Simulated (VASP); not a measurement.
Here is a VASP 6.6.1 calculation.

Contents of INCAR:

```
ALGO = Normal
EDIFF = 1E-7
ENCUT = 520
GGA = PS
ISIF = 2
ISMEAR = -1
LASPH = T
LCHARG = F
LREAL = F
LWAVE = F
NBANDS = 9
NELM = 100
PREC = Accurate
SIGMA = 0.1
```

Contents of KPOINTS:

```
k-points
0
Gamma
  15 15 15
```

POSCAR

```
Se
1.0
   -1.7102607323      1.7102607323      1.7102607323
    1.7102607323     -1.7102607323      1.7102607323
    1.7102607323      1.7102607323     -1.7102607323
Se
1
Direct
    0.0000000000      0.0000000000      0.0000000000
```

Potentials or basis: VASP PAW PBE potentials, release 64 (Se).

Run with:

```console
$ cat potpaw_PBE.64/Se/POTCAR > POTCAR
$ mpirun -np 1 vasp_std > vasp.out
```

Task: Estimate the pressure.

Result: -2.6 GPa.

Task: Estimate the band gap on the k mesh.

Result: Zero (band 3 reaches 8.65 eV, above the bottom of band 4 at 2.35 eV).

Caveat: the PAW data sets were made with another functional, which shifts forces and pressure a little.
